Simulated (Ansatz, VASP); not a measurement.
**One calculation of FeSi, two programs**

```
Fe Si
1.0
     4.35717    0.00000    0.00000
     0.00000    4.35717    0.00000
     0.00000    0.00000    4.35717
Fe Si
4 4
Cartesian
  0.5983 0.5983 0.5983
  1.5803 3.7588 2.7769
  2.7769 1.5803 3.7588
  3.7588 2.7769 1.5803
  3.6658 3.6658 3.6658
  2.8700 0.6914 1.4872
  1.4872 2.8700 0.6914
  0.6914 1.4872 2.8700
```

Alike in both runs: task relaxation of the atoms; functional PBE; k mesh 8 × 8 × 8; occupations gaussian, width 0.01 eV; no spin polarisation.

|  | VASP | Ansatz |
| --- | --- | --- |
| version | VASP 6.6.1 | Ansatz 0.2.0 |
| potentials or method | VASP PAW PBE potentials, release 64 (Fe, Si), cutoff 520 eV | scalar-relativistic, plane waves, PAW |
| valence electrons in the cell | 48 | 80 |

|  | VASP | Ansatz | Ansatz less VASP |
| --- | --- | --- | --- |
| gap on the k mesh at the Fermi level, each at its own relaxed structure (eV) | 0.15 | 0.16 | +0.008 |

VASP's potentials hold 48 valence electrons a cell and Ansatz's 80, so a difference there can come from the potentials and not from the codes. Ansatz's warnings: stress scf threshold loose.
